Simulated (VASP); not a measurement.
# Os (P6_3/mmc) in VASP: single point with PBEsol

Aim: the single point of Os with PBEsol.

Everything below comes from runs of VASP 6.6.1. Logs are shortened: lines on timing, memory, paths and dates and some standing lists are left out, and cuts for length are marked.

### 1 The cell of the first run

Symmetry: P6_3/mmc, No. 194, hexagonal system. Conventional cell: a = 2.731 Å, b = 2.731 Å, c = 4.424 Å, α = 90.00°, β = 90.00°, γ = 120.00°. Within 3.6 Å of Os (site symmetry -6m2) lie 12 Os at 2.72 to 2.73 Å.

### 2 Single point, PBEsol

Input file INCAR:

```
SYSTEM = Os
PREC = Accurate
ENCUT = 520
EDIFF = 1E-7
ISMEAR = -1
SIGMA = 0.0816
LREAL = .FALSE.
LASPH = .TRUE.
NELM = 80
ALGO = Normal
ISIF = 2
LWAVE = .FALSE.
LCHARG = .FALSE.
GGA = PS
NBANDS = 15
```

Input file KPOINTS:

```
regular mesh
0
G
  11 11 6
  0 0 0
```

Input file POSCAR:

```
Os
1.0
    2.7305981567      0.0000000000      0.0000000000
   -1.3652990784      2.3647673712      0.0000000000
    0.0000000000      0.0000000000      4.4235690139
Os
2
Direct
    0.3333333330      0.6666666670      0.2500000000
    0.6666666670      0.3333333330      0.7500000000
```

Potentials or basis: VASP PAW PBE potentials, release 64 (Os).

Launch:

```bash
$ cat potpaw_PBE.64/Os/POTCAR > POTCAR
$ mpirun -np 1 vasp_std > vasp.out
```

OUTCAR:

```text
SYSTEM = Os
   PREC = Accurate
   ENCUT = 520
   EDIFF = 1E-7
   ISMEAR = -1
   LREAL = .FALSE.
   LASPH = .TRUE.
   NELM = 80
   ISIF = 2
   GGA = PS

 ion  position               nearest neighbor table
   1  0.333  0.667  0.250-   2 2.72   2 2.72   2 2.72   2 2.72   2 2.72   2 2.72
   2  0.667  0.333  0.750-   1 2.72   1 2.72   1 2.72   1 2.72   1 2.72   1 2.72

  LATTYP: Found a hexagonal cell.
 ALAT       =     2.7305981567
 C/A-ratio  =     1.6200000000

  Lattice vectors:

 A1 = (   2.7305981567,   0.0000000000,   0.0000000000)
 A2 = (  -1.3652990784,   2.3647673712,   0.0000000000)
 A3 = (   0.0000000000,   0.0000000000,   4.4235690139)

Analysis of symmetry for initial positions (statically):
=====================================================================
 Subroutine PRICEL returns:
 Original cell was already a primitive cell.

 Routine SETGRP: Setting up the symmetry group for a
 hexagonal supercell.

 Subroutine GETGRP returns: Found 24 space group operations
 (whereof 12 operations were pure point group operations)
 out of a pool of 24 trial point group operations.

The static configuration has the point symmetry D_3d.
 The point group associated with its full space group is D_6h.

Analysis of symmetry for dynamics (positions and initial velocities):
=====================================================================
 Subroutine PRICEL returns:
 Original cell was already a primitive cell.

 Routine SETGRP: Setting up the symmetry group for a
 hexagonal supercell.

 Subroutine GETGRP returns: Found 24 space group operations
 (whereof 12 operations were pure point group operations)
 out of a pool of 24 trial point group operations.

The dynamic configuration has the point symmetry D_3d.
 The point group associated with its full space group is D_6h.

 Subroutine INISYM returns: Found 24 space group operations
 (whereof 12 operations are pure point group operations),
 and found     1 'primitive' translations

----------------------------------------------------------------------------------------

                                     Primitive cell

  volume of cell :      28.5640

  direct lattice vectors                    reciprocal lattice vectors
     2.730598157  0.000000000  0.000000000     0.366220126  0.211437288  0.000000000
    -1.365299078  2.364767371  0.000000000     0.000000000  0.422874576  0.000000000
     0.000000000  0.000000000  4.423569014     0.000000000  0.000000000  0.226061806

  length of vectors
     2.730598157  2.730598157  4.423569014     0.422874576  0.422874576  0.226061806

  position of ions in fractional coordinates (direct lattice)
     0.333333333  0.666666667  0.250000000
     0.666666667  0.333333333  0.750000000

  ion indices of the primitive-cell ions
   primitive index   ion index
                 1           1
                 2           2

----------------------------------------------------------------------------------------

 KPOINTS: regular mesh

Automatic generation of k-mesh.
 Grid dimensions read from file:
 generate k-points for:   11   11    6

 Generating k-lattice:

  Cartesian coordinates                     Fractional coordinates (reciprocal lattice)
     0.033292739  0.019221572  0.000000000     0.090909091  0.000000000  0.000000000
     0.000000000  0.038443143  0.000000000     0.000000000  0.090909091  0.000000000
     0.000000000  0.000000000  0.037676968     0.000000000  0.000000000  0.166666667

  Length of vectors
     0.038443143  0.038443143  0.037676968

  Shift w.r.t. Gamma in fractional coordinates (k-lattice)
     0.000000000  0.000000000  0.000000000

 Subroutine IBZKPT returns following result:
 ===========================================

 Found     64 irreducible k-points:

 Following reciprocal coordinates:
            Coordinates               Weight
  0.000000  0.000000  0.000000      1.000000
  0.090909  0.000000  0.000000      6.000000
  0.181818  0.000000  0.000000      6.000000
  0.272727  0.000000  0.000000      6.000000
  0.363636  0.000000  0.000000      6.000000
  0.454545  0.000000  0.000000      6.000000
[... 16 lines left out ...]
  0.090909  0.090909  0.166667     12.000000
  0.181818  0.090909  0.166667     24.000000
 [... further k-points ...]
   k-points           NKPTS =     64   k-points in BZ     NKDIM =     64   number of bands    NBANDS=     15
   number of dos      NEDOS =    301   number of ions     NIONS =      2
   total plane-waves  NPLWV =  14400
   dimension x,y,z NGX =    20 NGY =   20 NGZ =   36
   dimension x,y,z NGXF=    40 NGYF=   40 NGZF=   72
   ions per type =               2
   NGX,Y,Z   is equivalent  to a cutoff of  12.18, 12.18, 13.53 a.u.
   NGXF,Y,Z  is equivalent  to a cutoff of  24.35, 24.35, 27.06 a.u.
 SYSTEM =  Os
   PREC   = accura    normal or accurate (medium, high low for compatibility)
   ISTART =      0    job   : 0-new  1-cont  2-samecut
   ICHARG =      2    charge: 1-file 2-atom 10-const
   ISPIN  =      1    spin polarized calculation?
   LNONCOLLINEAR =      F non collinear calculations
   LSORBIT =      F    spin-orbit coupling
   LASPH  =      T    aspherical Exc in radial PAW
   ENCUT  =  520.0 eV  38.22 Ry    6.18 a.u.   5.08  5.08  8.22*2*pi/ulx,y,z
   NELM   =     80;   NELMIN=  2; NELMDL= -5     # of ELM steps
   EDIFF  = 0.1E-06   stopping-criterion for ELM
   LREAL  =      F    real-space projection
   EDIFFG = 0.1E-05   stopping-criterion for IOM
   NSW    =      0    number of steps for IOM
   IBRION =     -1    ionic relax: 0-MD 1-quasi-New 2-CG
   NFREE  =      0    steps in history (QN), initial steepest desc. (CG)
   ISIF   =      2    stress and relaxation
   ISYM   =      2    0-nonsym 1-usesym 2-fastsym
   POTIM  = 0.5000    time-step for ionic-motion
   TEBEG  =    0.0;   TEEND  =   0.0 temperature during run
   PSTRESS=    0.0 pullay stress
   NELECT =      16.0000    total number of electrons
   NUPDOWN=      -1.0000    fix difference up-down
   EMIN   =  10.00;   EMAX   =-10.00  energy-range for DOS
   EFERMI =   0.00;   METHOD = LEGACY
   ISMEAR =    -1;   SIGMA  =   0.08  broadening in eV -4-tet -1-fermi 0-gaus
   EFERMI_NEDOS =   21; number of points for ismear=-14 and -15
   IALGO  =     38    algorithm
   IMIX   =      4    mixing-type and parameters
     AMIX     =   0.40;   BMIX     =  1.00
     AMIX_MAG =   1.60;   BMIX_MAG =  1.00
  volume/ion in A,a.u.               =      14.28        96.38
  Fermi-wavevector in a.u.,A,eV,Ry     =   1.349507  2.550199 24.778511  1.821169
  Thomas-Fermi vector in A             =   2.477088
   LORBIT       =      0    0 simple, 1 ext, 2 COOP (PROOUT), +10 PAW based schemes
   GGA     = PS    functional components
   LHFCALC =     F    Hartree Fock is set to
   AEXX    =    0.0000 exact exchange contribution
   IVDW    =     0    specifies the selected vdW correction
   LEPSILON=     F    determine dielectric tensor
   LRPA    =     F    only Hartree local field effects (RPA)
 non-spin polarized calculation
  energy-cutoff  :      520.00
  volume of cell :       28.56
 maximum number of plane-waves:       785
   NGX = 11   NGY = 11   NGZ = 17

 number of electron      15.9999999 magnetization

 Free energy of the ion-electron system (eV)
  ---------------------------------------------------
  ext. energy  EPLUGINS =         0.00000000
  ---------------------------------------------------
  free energy    TOTEN  =       -24.44067185 eV

  energy without entropy =      -24.40493419  energy(sigma->0) =      -24.42280302

 E-fermi :   8.9505     XC(G=0): -14.0358

 val. band max:        8.9496951743   @ k =   0.0909   0.0000   0.3333
 cond. band min:       8.9513554503   @ k =   0.2727   0.1818   0.1667
 fundamental gap:      0.0016602759
 Fermi energy:         8.9504699289

 k-point     1 :       0.0000    0.0000    0.0000
  band No.  band energies     occupation
      1      -1.8130      2.00000
      2       1.3289      2.00000
      3       5.9856      2.00000
      4       6.0600      2.00000
      5       6.0600      2.00000
      6       6.8095      2.00000
      7       6.8095      2.00000
      8       7.6985      2.00000
      9       7.6985      2.00000
     10       8.7092      1.90119
     11      10.6431      0.00000
     12      10.6431      0.00000
     13      17.4632      0.00000
     14      23.1715      0.00000
     15      25.3805      0.00000

 k-point     2 :       0.0909    0.0000    0.0000
  band No.  band energies     occupation
      1      -1.4815      2.00000
      2       1.6305      2.00000
      3       5.4648      2.00000
      4       6.3547      2.00000
      5       6.4714      2.00000
      6       6.6421      2.00000
      7       7.0865      2.00000
      8       7.1129      2.00000
      9       7.4728      2.00000
     10       7.8633      2.00000
     11      10.7827      0.00000
     12      12.1295      0.00000
     13      17.4162      0.00000
     14      23.8394      0.00000
     15      25.8317      0.00000

 k-point     3 :       0.1818    0.0000    0.0000
  band No.  band energies     occupation
      1      -0.5655      2.00000
      2       2.3414      2.00000
      3       4.8781      2.00000
      4       5.5540      2.00000
      5       6.1010      2.00000
      6       6.9643      2.00000
      7       7.2067      2.00000
      8       7.2608      2.00000
      9       7.3691      2.00000
     10       7.8808      2.00000
     11      11.0573      0.00000
     12      14.4076      0.00000
     13      17.2172      0.00000
     14      24.7740      0.00000
     15      26.1893      0.00000
[... 343 lines left out ...]
 k-point    23 :       0.0909    0.0909    0.1667
  band No.  band energies     occupation
      1      -0.5617      2.00000
      2       2.2184      2.00000
      3       5.0228      2.00000
      4       5.3305      2.00000
      5       6.0563      2.00000
      6       6.5707      2.00000
      7       6.8138      2.00000
      8       7.2929      2.00000
      9       7.9931      1.99998
     10       8.0157      1.99998
     11      10.8448      0.00000
     12      12.7843      0.00000
     13      18.8929      0.00000
     14      24.3855      0.00000
     15      26.4202      0.00000

 k-point    24 :       0.1818    0.0909    0.1667
  band No.  band energies     occupation
      1       0.4799      2.00000
      2       2.9707      2.00000
      3       4.3066      2.00000
      4       4.5897      2.00000
      5       5.7255      2.00000
      6       6.3961      2.00000
      7       6.9737      2.00000
      8       7.8073      2.00000
      9       8.5152      1.99040
     10       8.8254      1.64468
     11      10.9616      0.00000
     12      14.2072      0.00000
     13      18.9708      0.00000
     14      24.0266      0.00000
     15      25.1572      0.00000

 [... further k-points ...]

------------------------ aborting loop because EDIFF is reached ----------------------------------------

  FORCE on cell =-STRESS in cart. coord.  units (eV):
  Direction    XX          YY          ZZ          XY          YZ          ZX
  --------------------------------------------------------------------------------------
  -------------------------------------------------------------------------------------
  Total       -1.1479371     -1.1479371     -3.5892554      0.0000000      0.0000000      0.0000000
  in kB      -64.3886982    -64.3886982   -201.3241701      0.0000000      0.0000000      0.0000000
  external PRESSURE =    -110.0338555 kB  Pullay stress =       0.0000000 kB

 VOLUME and BASIS-vectors are now :
 -----------------------------------------------------------------------------
  energy-cutoff  :      520.00
  volume of cell :       28.56
      direct lattice vectors                 reciprocal lattice vectors
     2.730598157  0.000000000  0.000000000     0.366220126  0.211437288  0.000000000
    -1.365299078  2.364767371  0.000000000     0.000000000  0.422874576  0.000000000
     0.000000000  0.000000000  4.423569014     0.000000000  0.000000000  0.226061806

 POSITION                                       TOTAL-FORCE (eV/Angst)
 -----------------------------------------------------------------------------------
     -0.00000      1.57651      1.10589         0.000000     -0.000000      0.000000
      1.36530      0.78826      3.31768        -0.000000      0.000000      0.000000
 -----------------------------------------------------------------------------------
    total drift:                               -0.000000      0.000000     -0.000000

  FREE ENERGIE OF THE ION-ELECTRON SYSTEM (eV)
  ---------------------------------------------------
  free  energy   TOTEN  =       -24.4406718538 eV

  energy  without entropy=      -24.4049341931  energy(sigma->0) =      -24.42280302
```

It took 16 s on 1 thread of AMD EPYC 9R45 (Zen 5), shared host; peak memory 0.12 GiB.

Results:

| Property | Result |
| --- | --- |
| Free energy | -24.4407 eV |
| Pressure | -11.0 GPa |
| Band gap on the k mesh | zero (band 8 reaches 11.14 eV, above the bottom of band 9 at 7.37 eV) |

Stress tensor (GPa, compression positive):
```
 -6.44   0.00   0.00
  0.00  -6.44   0.00
  0.00   0.00 -20.13
```

Caveat: the PAW data sets were made with another functional, which shifts forces and pressure a little; spin-orbit coupling is left out, which moves the levels of the heavy elements.
